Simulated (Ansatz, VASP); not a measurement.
**One calculation of MnI2, two programs**

Contents of INCAR:

```
PREC = Accurate ; ENCUT = 520
EDIFF = 1E-7 ; ISMEAR = 0
SIGMA = 0.05 ; LREAL = F
LASPH = T ; NELM = 150
ALGO = Normal ; ISIF = 2
LWAVE = F ; LCHARG = F
ISPIN = 2 ; MAGMOM = 5 5 0 0 0 0
LORBIT = 11 ; LMAXMIX = 4
LDAU = T ; LDAUTYPE = 2
LDAUL = 2 -1 ; LDAUU = 4 0
LDAUJ = 0 0 ; LDAUPRINT = 1
NBANDS = 40
```

Contents of KPOINTS:

```
regular mesh
0
Gamma
  5 5 2
```

Contents of POSCAR:

```
MnI2
1.0
    4.1600013200      0.0000000000      0.0000000000
   -2.0800006600      3.6026668200      0.0000000000
    0.0000000000      0.0000000000     13.6399982000
Mn I
2 4
Direct
    0.0000000000      0.0000000000      0.0000000000
    0.0000000000      0.0000000000      0.5000000000
    0.3333333333      0.6666666667      0.1250000000
    0.6666666667      0.3333333333      0.3750000000
    0.3333333333      0.6666666667      0.6250000000
    0.6666666667      0.3333333333      0.8750000000
```

Input for Ansatz:

```yaml
crystal:
  lattice:
    - [4.16000132, 0.0, 0.0]
    - [-2.08000066, 3.60266682, 0.0]
    - [0.0, 0.0, 13.6399982]
  atoms:
    - { symbol: Mn, position: [0.0, 0.0, 0.0], spin: 5.0 }
    - { symbol: I, position: [0.3333333333, 0.6666666667, 0.125] }
    - { symbol: I, position: [0.6666666667, 0.3333333333, 0.375] }
    - { symbol: Mn, position: [0.0, 0.0, 0.5], spin: 5.0 }
    - { symbol: I, position: [0.3333333333, 0.6666666667, 0.625] }
    - { symbol: I, position: [0.6666666667, 0.3333333333, 0.875] }
basis:
  ecutwfc: 420
  ecutrho_ratio: 4
kpoints:
  mp_grid: { grid: [5, 5, 2] }
hamiltonian:
  xc: lda
  hubbard:
    sites: [{ site: 0, l: d, u_eff: 4.0 }, { site: 3, l: d, u_eff: 4.0 }]
scf:
  occupations: { method: gaussian, width: 0.05 }
  lower_state_search: "off"
  max_iter: 150
output:
  forces: true
  stress: true
  eigenvalues: true
  populations: true
  hubbard: { sites: [{ site: 0, l: d }, { site: 3, l: d }] }
magnetization:
  spin_polarized: true
```

Alike in both runs: task single point; functional LDA; k mesh 5 × 5 × 2; occupations gaussian, width 0.05 eV; collinear spin; Hubbard terms Mn d U = 4.0 eV.

|  | VASP | Ansatz |
| --- | --- | --- |
| version | VASP 6.6.1 | Ansatz 0.2.0 |
| potentials or method | VASP PAW LDA potentials, release 64 (Mn_pv, I), cutoff 520 eV | scalar-relativistic, plane waves, PAW |
| valence electrons in the cell | 54 | 98 |

Ansatz gave:

| Quantity | Value |
| --- | --- |
| gap on the k mesh at the Fermi level (eV) | 2.51 |
| least direct gap on the mesh (eV) | 2.67 |
| pressure (GPa) | -2.5 |
| rms of the force components (eV/Å) | 0.206 |
| net moment per atom (μB) | 1.67 |
| size of the moment on the site where the two differ most (μB) | 4.62 |

Q: Estimate VASP's values.

A: gap on the k mesh at the Fermi level (eV): 2.28; least direct gap on the mesh (eV): 2.43; pressure (GPa): -2.7; rms of the force components (eV/Å): 0.213; net moment per atom (μB): 1.67; size of the moment on the site where the two differ most (μB): 4.55.

LDA's correlation is that of Perdew and Zunger in VASP and of Perdew and Wang (1992) in Ansatz. Site moments also hang on the region over which each program counts them. The programs project onto different local orbitals, so the same U acts differently, and such runs can settle in different states. VASP's potentials hold 54 valence electrons a cell and Ansatz's 98, so a difference there can come from the potentials and not from the codes.

Neither program's run includes spin-orbit coupling.
